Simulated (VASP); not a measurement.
A run of VASP 6.6.1:

Contents of INCAR:

```
PREC = Accurate
ENCUT = 520
EDIFF = 1E-6
ISMEAR = 0
SIGMA = 0.05
LREAL = F
LASPH = T
NELM = 100
ALGO = Normal
ISIF = 2
LWAVE = F
LCHARG = F
NELECT = 96.0
NBANDS = 60
```

Contents of KPOINTS:

```
regular mesh
0
Gamma
  6 4 6
```

File POSCAR:

```
Sn4O7
1.0
    3.9697699592     -3.9697699592      0.0000000000
    3.9697699592      3.9697699592      0.0000000000
   -1.9848849796      1.9848849796      5.0882634188
Sn O
4 7
Direct
    1.0000000000      0.2500000000      0.5000000000
    0.5000000000      0.7500000000      0.5000000000
    0.5000000000      0.5000000000      0.0000000000
    0.0000000000      0.0000000000      0.0000000000
    0.7970126936      0.0000000000      0.5940253873
    0.2809479867      0.3569237602      0.8480484529
    0.7029873064      0.7500000000      0.9059746127
    0.7029873064      0.5000000000      0.4059746127
    0.2029873064      0.0000000000      0.4059746127
    0.7970126936      0.2500000000      0.0940253873
    0.2970126936      0.7500000000      0.0940253873
```

Potentials or basis: VASP PAW LDA potentials, release 64 (Sn_d, O).

Launch:

```bash
$ cat potpaw_LDA.64/Sn_d/POTCAR potpaw_LDA.64/O/POTCAR > POTCAR
$ mpirun -np 1 vasp_std > vasp.out
```

Hardware: 1 thread of Oxide Virtual Turin-like Processor, with other jobs on the host.

How long does it take, and how much memory?

Wall time 12 min on 1 thread of Oxide Virtual Turin-like Processor, with other jobs on the host, peak memory 0.54 GiB. Counts: scf iterations 16, k points 76.
